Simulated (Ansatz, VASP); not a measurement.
C in VASP and in Ansatz

```
C
1.0
     7.75746    0.00000    0.00000
    -3.87873    6.71816    0.00000
     0.00000    0.00000    2.46178
C
12
Cartesian
  4.2426 4.6425 1.8463
  3.5149 4.6425 0.6155
  -1.8992 5.9954 0.6155
  5.7779 0.7227 1.8463
  -2.2631 5.3652 1.8463
  2.2631 5.3652 0.6155
  1.9795 0.7227 0.6155
  0.3639 2.0757 1.8463
  -0.3639 2.0757 0.6155
  1.8992 5.9954 1.8463
  6.1418 1.3530 0.6155
  1.6156 1.3530 1.8463
```

Alike in both runs: functional PBE; k mesh 3 × 3 × 8; occupations gaussian, width 0.1 eV; no spin polarisation.

Ansatz relaxed the structure, and its values are those at the end. VASP's run is a single point on that final structure, the one shown.

|  | VASP | Ansatz |
| --- | --- | --- |
| version | VASP 6.6.1 | Ansatz 0.2.0 |
| potentials or method | VASP PAW PBE potentials, release 64 (C), cutoff 520 eV | scalar-relativistic, plane waves, PAW |
| valence electrons in the cell | 48 | 48 |

VASP gave:

* gap on the k mesh at the Fermi level (eV): 0.56
* least direct gap on the mesh (eV): 0.56
* pressure (GPa): 0.6
* rms of the force components (eV/Å): 0.018

Task: Which values does Ansatz return?

Result: gap on the k mesh at the Fermi level (eV): 0.56; least direct gap on the mesh (eV): 0.56; pressure (GPa): 0.2; rms of the force components (eV/Å): 0.005.

With one functional, cell and mesh, what is left measures potentials, basis and numerics.
